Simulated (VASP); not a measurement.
# Al12H in VASP: a series of runs, part 2 of 2

VASP 6.6.1. The steps go on from the part before.

## (4) Single point, PBE

Contents of INCAR:

```
  PREC = Accurate
  ENCUT = 520
  EDIFF = 1E-6
  ISMEAR = 0
  SIGMA = 0.1
  LREAL = False
  LASPH = True
  NELM = 100
  ALGO = Normal
  ISIF = 2
  LWAVE = False
  LCHARG = False
  LDIPOL = True
  IDIPOL = 3
  DIPOL = 0.5 0.5 0.328
  GGA = PE
  NBANDS = 30
```

Contents of KPOINTS:

```
regular mesh
0
Gamma
  6 6 1
```

Contents of POSCAR:

```
Al12H
1.0
    5.7135165838      0.0000000000      0.0000000000
   -2.8567582919      4.9480505065      0.0000000000
    0.0000000000      0.0000000000     20.1013781936
Al H
12 1
Direct
    0.3333333333      0.1666666667      0.1989913309
    0.3333333333      0.6666666666      0.1989913309
    0.8333333333      0.1666666667      0.1989913309
    0.8333333333      0.6666666666      0.1989913309
    0.1666666667      0.3333333333      0.3134471578
    0.1666666667      0.8333333334      0.3134471578
    0.6666666667      0.3333333333      0.3134471578
    0.6666666667      0.8333333333      0.3134471578
    0.0000000000      0.0000000000      0.4278999236
    0.0000000000      0.5000000000      0.4278999236
    0.5000000000      0.0000000000      0.4278999236
    0.5000000000      0.5000000000      0.4278999236
    0.1666666667      0.0833333333      0.4993133327
```

Potentials or basis: VASP PAW PBE potentials, release 64 (Al, H).

Run with:

```bash
$ cat potpaw_PBE.64/Al/POTCAR potpaw_PBE.64/H/POTCAR > POTCAR
$ mpirun -np 1 vasp_std > vasp.out
```

OUTCAR:

```text
PREC = Accurate
   ENCUT = 520
   EDIFF = 1E-6
   ISMEAR = 0
   LREAL = False
   LASPH = True
   NELM = 100
   ISIF = 2
   GGA = PE

 ion  position               nearest neighbor table
   1  0.333  0.167  0.199-   5 2.83   6 2.83   7 2.83   2 2.86   4 2.86   3 2.86   3 2.86   4 2.86
                             2 2.86
   2  0.333  0.667  0.199-   5 2.83   6 2.83   8 2.83   1 2.86   3 2.86   4 2.86   4 2.86   3 2.86
                             1 2.86
   3  0.833  0.167  0.199-   7 2.83   8 2.83   5 2.83   4 2.86   2 2.86   1 2.86   1 2.86   2 2.86
                             4 2.86
   4  0.833  0.667  0.199-   7 2.83   8 2.83   6 2.83   3 2.86   1 2.86   2 2.86   2 2.86   1 2.86
                             3 2.86
   5  0.167  0.333  0.313-   9 2.83  12 2.83  10 2.83   1 2.83   2 2.83   3 2.83   6 2.86   8 2.86
                             8 2.86   7 2.86   7 2.86   6 2.86
   6  0.167  0.833  0.313-  11 2.83   9 2.83  10 2.83   1 2.83   2 2.83   4 2.83   5 2.86   7 2.86
                             8 2.86   7 2.86   8 2.86   5 2.86
   7  0.667  0.333  0.313-  11 2.83  10 2.83  12 2.83   3 2.83   4 2.83   1 2.83   6 2.86   8 2.86
                             8 2.86   5 2.86   5 2.86   6 2.86
   8  0.667  0.833  0.313-  12 2.83   9 2.83  11 2.83   4 2.83   3 2.83   2 2.83   6 2.86   7 2.86
                             5 2.86   7 2.86   5 2.86   6 2.86
   9  0.000  0.000  0.428-  13 1.66   5 2.83   8 2.83   6 2.83  12 2.86  10 2.86  10 2.86  12 2.86
                            11 2.86  11 2.86
  10  0.000  0.500  0.428-   7 2.83   6 2.83   5 2.83   9 2.86  11 2.86   9 2.86  11 2.86  12 2.86
                            12 2.86
  11  0.500  0.000  0.428-   7 2.83   6 2.83   8 2.83  10 2.86  12 2.86  12 2.86  10 2.86   9 2.86
                             9 2.86
  12  0.500  0.500  0.428-   8 2.83   5 2.83   7 2.83   9 2.86  11 2.86  11 2.86   9 2.86  10 2.86
                            10 2.86
  13  0.167  0.083  0.499-   9 1.66

  LATTYP: Found a hexagonal cell.
 ALAT       =     5.7135165838
 C/A-ratio  =     3.5182147280

  Lattice vectors:

 A1 = (   5.7135165838,   0.0000000000,   0.0000000000)
 A2 = (  -2.8567582919,   4.9480505065,   0.0000000000)
 A3 = (   0.0000000000,   0.0000000000,  20.1013781936)

Analysis of symmetry for initial positions (statically):
=====================================================================
 Subroutine PRICEL returns:
 Original cell was already a primitive cell.

 Routine SETGRP: Setting up the symmetry group for a
 hexagonal supercell.

 Subroutine GETGRP returns: Found  2 space group operations
 (whereof  2 operations were pure point group operations)
 out of a pool of 24 trial point group operations.

The static configuration has the point symmetry C_1h.

Analysis of symmetry for dynamics (positions and initial velocities):
=====================================================================
 Subroutine PRICEL returns:
 Original cell was already a primitive cell.

 Routine SETGRP: Setting up the symmetry group for a
 hexagonal supercell.

 Subroutine GETGRP returns: Found  2 space group operations
 (whereof  2 operations were pure point group operations)
 out of a pool of 24 trial point group operations.

The dynamic configuration has the point symmetry C_1h.

 Subroutine INISYM returns: Found  2 space group operations
 (whereof  2 operations are pure point group operations),
 and found     1 'primitive' translations

[... 91 lines left out ...]
   ions per type =              12   1
   NGX,Y,Z   is equivalent  to a cutoff of  12.22, 12.22, 12.41 a.u.
   NGXF,Y,Z  is equivalent  to a cutoff of  24.44, 24.44, 24.81 a.u.
 SYSTEM =  unknown system
   PREC   = accura    normal or accurate (medium, high low for compatibility)
   ISTART =      0    job   : 0-new  1-cont  2-samecut
   ICHARG =      2    charge: 1-file 2-atom 10-const
   ISPIN  =      1    spin polarized calculation?
   LNONCOLLINEAR =      F non collinear calculations
   LSORBIT =      F    spin-orbit coupling
   LASPH  =      T    aspherical Exc in radial PAW
   ENCUT  =  520.0 eV  38.22 Ry    6.18 a.u.  10.62 10.62 37.38*2*pi/ulx,y,z
   NELM   =    100;   NELMIN=  2; NELMDL= -5     # of ELM steps
   EDIFF  = 0.1E-05   stopping-criterion for ELM
   LREAL  =      F    real-space projection
[... 7 lines left out ...]
   TEBEG  =    0.0;   TEEND  =   0.0 temperature during run
   PSTRESS=    0.0 pullay stress
   NELECT =      37.0000    total number of electrons
   NUPDOWN=      -1.0000    fix difference up-down
   EMIN   =  10.00;   EMAX   =-10.00  energy-range for DOS
   EFERMI =   0.00;   METHOD = LEGACY
   ISMEAR =     0;   SIGMA  =   0.10  broadening in eV -4-tet -1-fermi 0-gaus
   EFERMI_NEDOS =   21; number of points for ismear=-14 and -15
   IALGO  =     38    algorithm
   IMIX   =      4    mixing-type and parameters
     AMIX     =   0.40;   BMIX     =  1.00
     AMIX_MAG =   1.60;   BMIX_MAG =  1.00
  volume/ion in A,a.u.               =      43.71       295.00
  Fermi-wavevector in a.u.,A,eV,Ry     =   0.658599  1.244571  5.901559  0.433752
  Thomas-Fermi vector in A             =   1.730471
   LORBIT       =      0    0 simple, 1 ext, 2 COOP (PROOUT), +10 PAW based schemes
   GGA     = PE    functional components
   LHFCALC =     F    Hartree Fock is set to
   AEXX    =    0.0000 exact exchange contribution
   IVDW    =     0    specifies the selected vdW correction
   LEPSILON=     F    determine dielectric tensor
   LRPA    =     F    only Hartree local field effects (RPA)
 non-spin polarized calculation
 Gauss-broadening in eV      SIGMA  =   0.10
  energy-cutoff  :      520.00
  volume of cell :      568.28
 maximum number of plane-waves:     15351
   NGX = 21   NGY = 21   NGZ = 75

 dipolmoment           0.000000      0.000000     -0.155013 electrons x Angstroem

 number of electron      37.0000000 magnetization

 dipolmoment           0.000000      0.000000      0.044143 electrons x Angstroem

 Free energy of the ion-electron system (eV)
  ---------------------------------------------------
  ext. energy  EPLUGINS =         0.00000000
  ---------------------------------------------------
  free energy    TOTEN  =       -45.04829573 eV

  energy without entropy =      -45.03206894  energy(sigma->0) =      -45.04018233

 E-fermi :   0.2079     XC(G=0):  -4.4770

 val. band max:        0.2073325280   @ k =  -0.1667   0.3333   0.0000
 cond. band min:       0.2541166281   @ k =   0.0000   0.5000   0.0000
 fundamental gap:      0.0467841000
 Fermi energy:         0.2078810589

 k-point     1 :       0.0000    0.0000    0.0000
  band No.  band energies     occupation
      1     -10.4337      2.00000
      2      -8.7833      2.00000
      3      -6.2937      2.00000
      4      -4.7354      2.00000
      5      -4.5468      2.00000
      6      -4.5300      2.00000
[... 418 lines left out ...]
     29       3.4968      0.00000
     30       3.5132      0.00000

------------------------ aborting loop because EDIFF is reached ----------------------------------------

 vacuum level on the upper side and lower side of the slab       (xc-potential included)         0.110        -0.163

  FORCE on cell =-STRESS in cart. coord.  units (eV):
  Direction    XX          YY          ZZ          XY          YZ          ZX
  --------------------------------------------------------------------------------------
  -------------------------------------------------------------------------------------
  Total       -2.2104001     -2.4434244      0.8521242      0.2018050     -0.0210550     -0.0364684
  in kB       -6.2318648     -6.8888391      2.4024261      0.5689564     -0.0593613     -0.1028169
  external PRESSURE =      -3.5727593 kB  Pullay stress =       0.0000000 kB

 VOLUME and BASIS-vectors are now :
 -----------------------------------------------------------------------------
  energy-cutoff  :      520.00
  volume of cell :      568.28
      direct lattice vectors                 reciprocal lattice vectors
     5.713516584  0.000000000  0.000000000     0.175023558  0.101049898  0.000000000
    -2.856758292  4.948050506  0.000000000     0.000000000  0.202099796  0.000000000
     0.000000000  0.000000000 20.101378194     0.000000000  0.000000000  0.049747833

 POSITION                                       TOTAL-FORCE (eV/Angst)
 -----------------------------------------------------------------------------------
      1.42838      0.82468      4.00000         0.044732      0.025826     -0.015152
     -0.00000      3.29870      4.00000        -0.004508     -0.002603     -0.076572
      4.28514      0.82468      4.00000        -0.037399      0.049053     -0.116166
      2.85676      3.29870      4.00000         0.023782     -0.056915     -0.116166
      0.00000      1.64935      6.30072         0.008165      0.074991      0.173827
     -1.42838      4.12338      6.30072         0.069027     -0.030424      0.173827
      2.85676      1.64935      6.30072         0.041220      0.023799     -0.038017
      1.42838      4.12338      6.30072        -0.139910     -0.080777     -0.053113
      0.00000      0.00000      8.60138        -0.283542     -0.163703      0.306235
     -1.42838      2.47403      8.60138        -0.110060     -0.063543     -0.086718
      2.85676      0.00000      8.60138         0.267795     -0.044759     -0.065888
      1.42838      2.47403      8.60138         0.095135      0.254297     -0.065888
      0.71419      0.41234     10.03689         0.025564      0.014759     -0.020209
 -----------------------------------------------------------------------------------
    total drift:                               -0.000034     -0.000020     -0.000193

  FREE ENERGIE OF THE ION-ELECTRON SYSTEM (eV)
  ---------------------------------------------------
  free  energy   TOTEN  =       -45.0482957259 eV

  energy  without entropy=      -45.0320689436  energy(sigma->0) =      -45.04018233

 vacuum level on the upper side and lower side of the slab         4.406         4.111
```

Wall time 4.2 min (1 thread of AMD EPYC 9R45 (Zen 5), shared host); peak memory 0.62 GiB.

Results:

- Free energy: -45.0483 eV
- Largest force: 0.448 eV/Å
- Band gap on the k mesh: zero (an odd number of electrons rules out a gap without spin polarisation)

Forces on the atoms (eV/Å):
```
Al   0.045  0.026 -0.015
Al  -0.005 -0.003 -0.077
Al  -0.037  0.049 -0.116
Al   0.024 -0.057 -0.116
Al   0.008  0.075  0.174
Al   0.069 -0.030  0.174
Al   0.041  0.024 -0.038
Al  -0.140 -0.081 -0.053
Al  -0.284 -0.164  0.306
Al  -0.110 -0.064 -0.087
Al   0.268 -0.045 -0.066
Al   0.095  0.254 -0.066
H    0.026  0.015 -0.020
```

Levels at points of the mesh, in eV from the Fermi level:
```csv
k point,band 15,band 16,band 17,band 18,band 19,band 20,band 21,band 22
"(0.00, 0.00, 0.00)",-2.78,-2.77,-1.65,-0.44,-0.41,-0.26,-0.22,-0.17
"(0.50, 0.00, 0.00)",-0.66,-0.54,-0.52,-0.26,0.15,0.90,1.08,1.25
"(0.00, 0.50, 0.00)",-0.62,-0.54,-0.37,-0.27,0.05,0.88,0.94,1.27
```

## (5) Relaxation of the atoms, PBE

Contents of INCAR:

```
SYSTEM = Al12H
  PREC = Accurate
  ENCUT = 520
  EDIFF = 1E-6
  ISMEAR = 0
  SIGMA = 0.1
  LREAL = .False.
  LASPH = .True.
  NELM = 100
  ALGO = Fast
  ISIF = 2
  LWAVE = .False.
  LCHARG = .False.
  LDIPOL = .True.
  IDIPOL = 3
  DIPOL = 0.5 0.5 0.328
  GGA = PE
  IBRION = 2
  NSW = 36
  EDIFFG = -0.025
```

Contents of KPOINTS:

```
regular mesh
0
Gamma
  6 6 1
  0 0 0
```

Contents of POSCAR:

```
Al12H
1.0
    5.7135165838      0.0000000000      0.0000000000
   -2.8567582919      4.9480505065      0.0000000000
    0.0000000000      0.0000000000     20.1013781936
Al H
12 1
Selective dynamics
Direct
    0.3333333333      0.1666666667      0.1989913309  F F F
    0.3333333333      0.6666666667      0.1989913309  F F F
    0.8333333333      0.1666666667      0.1989913309  F F F
    0.8333333333      0.6666666667      0.1989913309  F F F
    0.1666666667      0.3333333333      0.3134471578  F F F
    0.1666666667      0.8333333333      0.3134471578  F F F
    0.6666666667      0.3333333333      0.3134471578  F F F
    0.6666666667      0.8333333333      0.3134471578  F F F
    0.0000000000      0.0000000000      0.4278999236  F F F
    0.0000000000      0.5000000000      0.4278999236  F F F
    0.5000000000      0.0000000000      0.4278999236  F F F
    0.5000000000      0.5000000000      0.4278999236  F F F
    0.0833333333      0.1666666667      0.4998899061  F F T
```

Run with:

```bash
$ cat potpaw_PBE.64/Al/POTCAR potpaw_PBE.64/H/POTCAR > POTCAR
$ mpirun -np 1 vasp_std > vasp.out
```

Wall time 13 min (1 thread of Oxide Virtual Turin-like, shared host); peak memory 0.64 GiB.

Results (log left out):

```
Free energy               : -45.0242 eV
Energy gained by relaxing : 0.0 meV/atom
Ionic steps               : 3
Band gap on the k mesh    : zero (an odd number of electrons rules out a gap without spin polarisation)
```

Step by step:
```csv
step,energy change (eV),largest force on free atoms (eV/Å),pressure (GPa)
1,0.0000,0.0636,-0.35
2,-0.0002,0.0429,-0.34
3,-0.0003,0.0014,-0.33
```

Final structure:
```
CELL_PARAMETERS angstrom
5.71352 0.00000 0.00000
-2.85676 4.94805 0.00000
0.00000 0.00000 20.10138
ATOMIC_POSITIONS crystal
Al 0.33333 0.16667 0.19899
Al 0.33333 0.66667 0.19899
Al 0.83333 0.16667 0.19899
Al 0.83333 0.66667 0.19899
Al 0.16667 0.33333 0.31345
Al 0.16667 0.83333 0.31345
Al 0.66667 0.33333 0.31345
Al 0.66667 0.83333 0.31345
Al 0.00000 0.00000 0.42790
Al 0.00000 0.50000 0.42790
Al 0.50000 0.00000 0.42790
Al 0.50000 0.50000 0.42790
H 0.08333 0.16667 0.49942
```

Levels at points of the mesh, in eV from the Fermi level:
```csv
k point,band 15,band 16,band 17,band 18,band 19,band 20,band 21,band 22
"(0.00, 0.00, 0.00)",-2.78,-2.75,-1.66,-0.44,-0.39,-0.32,-0.17,-0.16
"(0.50, 0.00, 0.00)",-0.57,-0.53,-0.43,-0.25,0.10,0.91,0.99,1.28
"(0.00, 0.50, 0.00)",-0.54,-0.53,-0.29,-0.27,-0.11,0.89,0.92,1.30
```

## (6) The runs side by side

| task | cell | gap on the mesh (eV) | largest force (eV/Å) |
| --- | --- | --- | --- |
| single point | as given, atomic positions A | none | 0.54 |
| single point | as given, atomic positions B | none | 0.42 |
| single point | as given, atomic positions C | none | 0.45 |
| relaxation of the atoms | atoms relaxed, atomic positions B | none | - |

Alike in all rows: level PBE; potentials or basis VASP PAW PBE potentials, release 64 (Al, H); no spin polarisation; k mesh 6 × 6 × 1; cutoff (eV) 520; smearing gaussian 0.1 eV.

Total energies depend on the potentials used, so only differences within one code and one set of settings carry meaning.
